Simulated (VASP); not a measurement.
# MoS2 (R3m) in VASP: notebook, part 2 of 2

VASP 6.6.1. Earlier steps stand in the parts before.

**3. Single point, PBE+D3(BJ)**

This run uses another cell than the first one, of 16.78 Å³/atom.

INCAR reads:

```
ALGO = Normal
EDIFF = 1E-7
ENCUT = 520
GGA = PE
ISIF = 2
ISMEAR = 0
IVDW = 12
LASPH = True
LCHARG = False
LREAL = False
LWAVE = False
NBANDS = 20
NELM = 100
PREC = Accurate
SIGMA = 0.05
```

KPOINTS reads:

```
k-points
0
Gamma
  12 12 12
```

POSCAR reads:

```
MoS2
1.0
    1.6160000000      0.9329980350      5.5660333333
   -1.6160000000      0.9329980350      5.5660333333
    0.0000000000     -1.8659960700      5.5660333333
Mo S
1 2
Direct
    0.0000172156      0.0000172156      0.0000172156
    0.7535368444      0.7535368444      0.7535368444
    0.5797459400      0.5797459400      0.5797459400
```

Potentials or basis: VASP PAW PBE potentials, release 64 (Mo_sv, S).

Command:

```
> cat potpaw_PBE.64/Mo_sv/POTCAR potpaw_PBE.64/S/POTCAR > POTCAR
> mpirun -np 1 vasp_std > vasp.out
```

OUTCAR:

```text
EDIFF = 1E-7
   ENCUT = 520
   GGA = PE
   ISIF = 2
   ISMEAR = 0
   IVDW = 12
   LASPH = True
   LREAL = False
   NELM = 100
   PREC = Accurate
 IVDW          = 12

 ion  position               nearest neighbor table
   1  0.000  0.000  0.000-   2 2.36   2 2.36   2 2.36   3 2.36   3 2.36   3 2.36
   2  0.754  0.754  0.754-   1 2.36   1 2.36   1 2.36
   3  0.580  0.580  0.580-   1 2.36   1 2.36   1 2.36

  LATTYP: Found a trigonal (rhomboedric) cell.
 ALAT       =     5.8704913253
[... 747 lines left out ...]

 Edisp (eV)   -1.35715

 E8    (eV) :    -0.5477

  FORCE on cell =-STRESS in cart. coord.  units (eV):
  Direction    XX          YY          ZZ          XY          YZ          ZX
  --------------------------------------------------------------------------------------
  -------------------------------------------------------------------------------------
  Total      -0.20601    -0.20601     5.44826     0.00000     0.00000     0.00000
  in kB      -6.55506    -6.55506   173.36030     0.00000     0.00000     0.00000
  external pressure =       53.42 kB  Pullay stress =        0.00 kB

 VOLUME and BASIS-vectors are now :
 -----------------------------------------------------------------------------
  energy-cutoff  :      520.00
  volume of cell :       50.35
      direct lattice vectors                 reciprocal lattice vectors
     1.616000000  0.932998035  5.566033333     0.309405941  0.178635603  0.059887053
    -1.616000000  0.932998035  5.566033333    -0.309405941  0.178635603  0.059887053
     0.000000000 -1.865996070  5.566033333     0.000000000 -0.357271206  0.059887053

 POSITION                                       TOTAL-FORCE (eV/Angst)
 -----------------------------------------------------------------------------------
      0.00000      0.00000      0.00029         0.000000      0.000000      0.001410
      0.00000      0.00000     12.58263         0.000000     -0.000000      1.621127
      0.00000      0.00000      9.68066         0.000000      0.000000     -1.622537
 -----------------------------------------------------------------------------------
    total drift:                               -0.000000      0.000000      0.000028

  FREE ENERGIE OF THE ION-ELECTRON SYSTEM (eV)
  ---------------------------------------------------
  free  energy   TOTEN  =       -22.8737415462 eV

  energy  without entropy=      -22.8733958446  energy(sigma->0) =      -22.87356870
```

stdout:

```text
POSCAR found type information on POSCAR MoS
 POSCAR found :  2 types and       3 ions
 scaLAPACK will be used
 LDA part: xc-table for (Slater+PW92), standard interpolation
 POSCAR, INCAR and KPOINTS ok, starting setup
 FFT: planning ... GRIDC
 FFT: planning ... GRID_SOFT
 FFT: planning ... GRID
 WAVECAR not read
 entering main loop
```

It took 13 min on 1 thread of Intel Xeon 8259CL, shared host; peak memory 0.44 GiB.

What came out:

```yaml
Free_energy: -22.8737 eV
Pressure: 5.3 GPa
Largest_force: 1.623 eV/Å
Band_gap_on_the_k_mesh: zero (bands 13 and 14 overlap by 0.27 eV)
Dispersion_energy_per_atom: -0.452 eV
```

Forces in eV/Å, atoms in the order of the input:
```
Mo   0.000  0.000  0.001
S    0.000  0.000  1.621
S    0.000  0.000 -1.623
```

Stress tensor (GPa, compression positive):
```
-0.66  0.00  0.00
 0.00 -0.66  0.00
 0.00  0.00 17.34
```

Caveat: the cell stands under pressure; forces of over 1 eV/Å act on the atoms, so gaps and moduli don't describe the material at rest.

**4. Single point, PBE+D3(BJ)**

This run uses another cell than the first one, of 17.61 Å³/atom.

INCAR reads:

```
SYSTEM = MoS2
PREC     = Accurate       ! precision mode
ENCUT    = 520            ! plane-wave cutoff, eV
EDIFF    = 1E-7           ! SCF threshold, eV
ISMEAR   = 0              ! smearing method
SIGMA    = 0.05           ! smearing width, eV
LREAL    = .False.        ! projectors in reciprocal space
LASPH    = .True.         ! aspherical terms in the spheres
NELM     = 60             ! most SCF steps
ALGO     = Normal         ! electronic algorithm
ISIF     = 2              ! what is computed and relaxed
LWAVE    = .False.        ! write WAVECAR
LCHARG   = .True.         ! write CHGCAR
GGA      = PE             ! functional
IVDW     = 12             ! dispersion correction
LELF     = .True.         ! ELF
LVHAR    = .True.       
NBANDS   = 20             ! bands
```

KPOINTS reads:

```
regular mesh
0
Gamma
  12 12 12
  0 0 0
```

POSCAR reads:

```
MoS2
1.0
    1.6554000000      0.9557456356      5.5660333333
   -1.6554000000      0.9557456356      5.5660333333
    0.0000000000     -1.9114912712      5.5660333333
Mo S
1 2
Direct
    0.0000172156      0.0000172156      0.0000172156
    0.7535368444      0.7535368444      0.7535368444
    0.5797459400      0.5797459400      0.5797459400
```

Potentials or basis: VASP PAW PBE potentials, release 64 (Mo_sv, S).

Command:

```
> cat potpaw_PBE.64/Mo_sv/POTCAR potpaw_PBE.64/S/POTCAR > POTCAR
> mpirun -np 1 vasp_std > vasp.out
```

OUTCAR:

```text
SYSTEM = MoS2
   PREC = Accurate
   ENCUT = 520
   EDIFF = 1E-7
   ISMEAR = 0
   LREAL = .False.
   LASPH = .True.
   NELM = 60
   ISIF = 2
   GGA = PE
   IVDW = 12
 IVDW          = 12

 ion  position               nearest neighbor table
   1  0.000  0.000  0.000-   2 2.40   2 2.40   2 2.40   3 2.40   3 2.40   3 2.40
   2  0.754  0.754  0.754-   1 2.40   1 2.40   1 2.40
   3  0.580  0.580  0.580-   1 2.40   1 2.40   1 2.40

  LATTYP: Found a trigonal (rhomboedric) cell.
 ALAT       =     5.8851105298
 COS(alpha) =     0.8417562196

  Lattice vectors:
[... 744 lines left out ...]

 Edisp (eV)   -1.29138

 E8    (eV) :    -0.5212

  FORCE on cell =-STRESS in cart. coord.  units (eV):
  Direction    XX          YY          ZZ          XY          YZ          ZX
  --------------------------------------------------------------------------------------
  -------------------------------------------------------------------------------------
  Total      -2.83083    -2.83083     3.65033    -0.00000     0.00000     0.00000
  in kB     -85.83860   -85.83860   110.68802    -0.00000     0.00000     0.00000
  external pressure =      -20.33 kB  Pullay stress =        0.00 kB

 VOLUME and BASIS-vectors are now :
 -----------------------------------------------------------------------------
  energy-cutoff  :      520.00
  volume of cell :       52.84
      direct lattice vectors                 reciprocal lattice vectors
     1.655400000  0.955745636  5.566033333     0.302041803  0.174383916  0.059887053
    -1.655400000  0.955745636  5.566033333    -0.302041803  0.174383916  0.059887053
     0.000000000 -1.911491271  5.566033333     0.000000000 -0.348767832  0.059887053

 POSITION                                       TOTAL-FORCE (eV/Angst)
 -----------------------------------------------------------------------------------
      0.00000      0.00000      0.00029         0.000000      0.000000      0.002737
      0.00000      0.00000     12.58263         0.000000      0.000000      1.054177
      0.00000      0.00000      9.68066         0.000000     -0.000000     -1.056913
 -----------------------------------------------------------------------------------
    total drift:                               -0.000000      0.000000     -0.000019

  FREE ENERGIE OF THE ION-ELECTRON SYSTEM (eV)
  ---------------------------------------------------
  free  energy   TOTEN  =       -22.8002570934 eV

  energy  without entropy=      -22.7995045789  energy(sigma->0) =      -22.79988084
```

OSZICAR:

```text
N       E                     dE             d eps       ncg     rms          rms(c)
DAV:   1     0.181563649605E+03    0.18156E+03   -0.13437E+04  7560   0.123E+03
DAV:   2    -0.157174467589E+02   -0.19728E+03   -0.19231E+03  9212   0.315E+02
DAV:   3    -0.230029330734E+02   -0.72855E+01   -0.72078E+01  9292   0.568E+01
DAV:   4    -0.230842225911E+02   -0.81290E-01   -0.81237E-01  9256   0.641E+00
DAV:   5    -0.230854083693E+02   -0.11858E-02   -0.11857E-02  9488   0.751E-01    0.235E+01
DAV:   6    -0.219136325179E+02    0.11718E+01   -0.12708E+01  8032   0.207E+01    0.915E+00
DAV:   7    -0.216015535137E+02    0.31208E+00   -0.42107E+00  7840   0.118E+01    0.603E+00
DAV:   8    -0.215086256172E+02    0.92928E-01   -0.50356E-01  8632   0.429E+00    0.173E+00
DAV:   9    -0.215098096232E+02   -0.11840E-02   -0.16466E-02  8952   0.852E-01    0.565E-01
DAV:  10    -0.215089482508E+02    0.86137E-03   -0.89037E-03  8540   0.591E-01    0.124E-01
DAV:  11    -0.215088879532E+02    0.60298E-04   -0.10362E-03  8696   0.216E-01    0.686E-02
DAV:  12    -0.215088672095E+02    0.20744E-04   -0.90518E-05  8528   0.547E-02    0.131E-02
DAV:  13    -0.215088779276E+02   -0.10718E-04   -0.15648E-05  8372   0.243E-02    0.473E-03
DAV:  14    -0.215088781196E+02   -0.19202E-06   -0.65618E-07  9876   0.494E-03    0.267E-03
DAV:  15    -0.215088780648E+02    0.54796E-07   -0.17235E-07  8288   0.227E-03
   1 F= -.22800257E+02 E0= -.22799881E+02  d E =-.752515E-03
```

Run time: 11 min. Hardware: 1 thread of Intel Xeon 8259CL, shared host; peak memory 0.44 GiB.

Results:

| Quantity | Value |
| --- | --- |
| Free energy | -22.8003 eV |
| Pressure | -2.0 GPa |
| Largest force | 1.057 eV/Å |
| Band gap on the k mesh | zero (bands 13 and 14 overlap by 0.40 eV) |
| Dispersion energy per atom | -0.430 eV |

Forces in eV/Å, atoms in the order of the input:
```
Mo   0.000  0.000  0.003
S    0.000  0.000  1.054
S    0.000  0.000 -1.057
```

Levels at points of the mesh, in eV from the Fermi level:
| k point | band 11 | band 12 | band 13 | band 14 | band 15 | band 16 |
| --- | --- | --- | --- | --- | --- | --- |
| (0.00, 0.00, 0.00) | -3.05 | -0.71 | -0.23 | 1.39 | 1.39 | 2.19 |
| (0.50, 0.00, 0.00) | -2.39 | -1.96 | -1.56 | 0.86 | 1.22 | 2.97 |
| (0.50, 0.50, 0.00) | -2.77 | -2.73 | -1.53 | 0.73 | 1.28 | 2.64 |
| (0.50, 0.50, 0.50) | -2.97 | -2.97 | 0.38 | 1.60 | 1.60 | 1.87 |

Caveat: forces of over 1 eV/Å act on the atoms, so gaps and moduli don't describe the material at rest.

**5. Single point, PBE+D3(BJ)**

This run uses another cell than the first one, of 14.42 Å³/atom.

INCAR reads:

```
SYSTEM = MoS2
  PREC = Accurate
  ENCUT = 520
  EDIFF = 1E-6
  ISMEAR = 0
  SIGMA = 0.05
  LREAL = .False.
  LASPH = .True.
  NELM = 80
  ALGO = Normal
  ISIF = 2
  LWAVE = .False.
  LCHARG = .False.
  GGA = PE
  IVDW = 12
  NBANDS = 20
```

KPOINTS reads:

```
Automatic mesh
0
Gamma
  12 12 12
  0 0 0
```

POSCAR reads:

```
MoS2
1.0
    1.4977500000      0.8647263657      5.5660333333
   -1.4977500000      0.8647263657      5.5660333333
    0.0000000000     -1.7294527314      5.5660333333
Mo S
1 2
Direct
    0.0000172156      0.0000172156      0.0000172156
    0.7535368444      0.7535368444      0.7535368444
    0.5797459400      0.5797459400      0.5797459400
```

Command:

```
> cat potpaw_PBE.64/Mo_sv/POTCAR potpaw_PBE.64/S/POTCAR > POTCAR
> mpirun -np 1 vasp_std > vasp.out
```

Wall time 8.8 min (1 thread of Intel Xeon 8259CL, shared host); peak memory 0.42 GiB.

It converged, with:

```
Free energy                : -22.1524 eV
Pressure                   : 40.9 GPa
Largest force              : 3.947 eV/Å
Band gap on the k mesh     : 0.47 eV (least direct gap 1.95 eV)
Dispersion energy per atom : -0.529 eV
```

Forces on the atoms (eV/Å):
```
Mo   0.000  0.000  0.004
S    0.000  0.000  3.943
S    0.000  0.000 -3.947
```

Stress tensor (GPa, compression positive):
```
37.82  0.00  0.00
 0.00 37.82  0.00
 0.00  0.00 47.03
```

Levels at points of the mesh, in eV from the valence-band top:
| k point | band 11 | band 12 | band 13 | band 14 | band 15 | band 16 |
| --- | --- | --- | --- | --- | --- | --- |
| (0.00, 0.00, 0.00) | -3.35 | -2.18 | -1.25 | 1.74 | 1.74 | 2.64 |
| (0.50, 0.00, 0.00) | -2.96 | -2.35 | -2.22 | 1.46 | 1.92 | 3.47 |
| (0.50, 0.50, 0.00) | -4.00 | -2.62 | -2.04 | 1.35 | 2.14 | 2.83 |
| (0.50, 0.50, 0.50) | -3.29 | -3.29 | 0.00 | 1.95 | 1.95 | 2.32 |

Caveat: the cell stands under pressure; forces of over 1 eV/Å act on the atoms, so gaps and moduli don't describe the material at rest. Expect the measured gap to be larger: semilocal functionals such as PBE lack the derivative discontinuity.

**6. Overview**

```tsv
cell	gap on the mesh (eV)	pressure (GPa)	largest force (eV/Å)
a = 5.478 Å, angles 35.2°, 3 atoms	none	12.4	3.21
a = 5.870 Å, angles 32.0°, 3 atoms	none	5.3	1.62
a = 5.885 Å, angles 32.7°, 3 atoms	none	-2.0	1.06
a = 5.829 Å, angles 29.8°, 3 atoms	0.47	40.9	3.95
```

Alike in all rows: task single point; level PBE+D3(BJ); potentials or basis VASP PAW PBE potentials, release 64 (Mo_sv, S); no spin polarisation; k mesh 12 × 12 × 12; cutoff (eV) 520; smearing gaussian 0.05 eV.

Caveats: forces of over 1 eV/Å act on the atoms, so gaps and moduli don't describe the material at rest; the cell stands under pressure (at least some runs).

Total energies depend on the potentials used, so only differences within one code and one set of settings carry meaning.
